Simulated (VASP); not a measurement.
Runs of VASP 6.6.1 on Cu3Te. The structure is that of space group Pm-3m (No. 221), or close to it. The cells are those of the table. 

| cell | gap on the mesh (eV) | pressure (GPa) |
| --- | --- | --- |
| a = 3.920 Å, 4 atoms | none | 3.2 |
| a = 3.999 Å, 4 atoms | none | (b) |
| a = 3.960 Å, 4 atoms | none | 0.8 |
| a = 3.880 Å, 4 atoms | none | (a) |
| a = 4.037 Å, 4 atoms | none | -4.3 |

Alike in all rows: task single point; level PBE; potentials or basis VASP PAW PBE potentials, release 64 (Cu, Te); no spin polarisation; k mesh 6 × 6 × 6; cutoff (eV) 520; smearing fermi-dirac 0.05 eV.

Problem. Estimate the missing entries.

Solution. (a) 6.9; (b) -2.4.

Caveats: spin-orbit coupling is left out, which moves the levels of the heavy elements; the cell stands under pressure (at least some runs); the cell stands under tension (at least some runs).

A k mesh can miss the band edges, and the runs leave out spin-orbit coupling on Te.

A gap of «none» marks levels without a gap at the run's occupations.
